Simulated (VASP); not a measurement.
Input of a VASP 6.6.1 run:

Contents of INCAR:

```
PREC = Accurate
ENCUT = 520
EDIFF = 1E-6
ISMEAR = 0
SIGMA = 0.15
LREAL = False
LASPH = True
NELM = 150
ALGO = Normal
ISIF = 2
LWAVE = False
LCHARG = False
LNONCOLLINEAR = True
MAGMOM = -1.469 2.08 0.123
LORBIT = 11
LMAXMIX = 4
NBANDS = 19
```

KPOINTS

```
regular mesh
0
Gamma
  10 10 10
```

The input POSCAR:

```
Fe
1.0
   -1.4333151444      1.4333151444      1.4333151444
    1.4333151444     -1.4333151444      1.4333151444
    1.4333151444      1.4333151444     -1.4333151444
Fe
1
Direct
    0.0000000000      0.0000000000      0.0000000000
```

Potentials or basis: VASP PAW LDA potentials, release 64 (Fe).

The run is started by

```sh
$ cat potpaw_LDA.64/Fe/POTCAR > POTCAR
$ mpirun -np 1 vasp_ncl > vasp.out
```

Task: Estimate the net moment.

Result: 2.14 μB per cell.

Task: What does it give for the pressure?

Result: -24.3 GPa.

Moments on the atoms (μB; x, y, z):
```
Fe  -1.22  1.73  0.10
```

Caveat: the cell stands under tension.
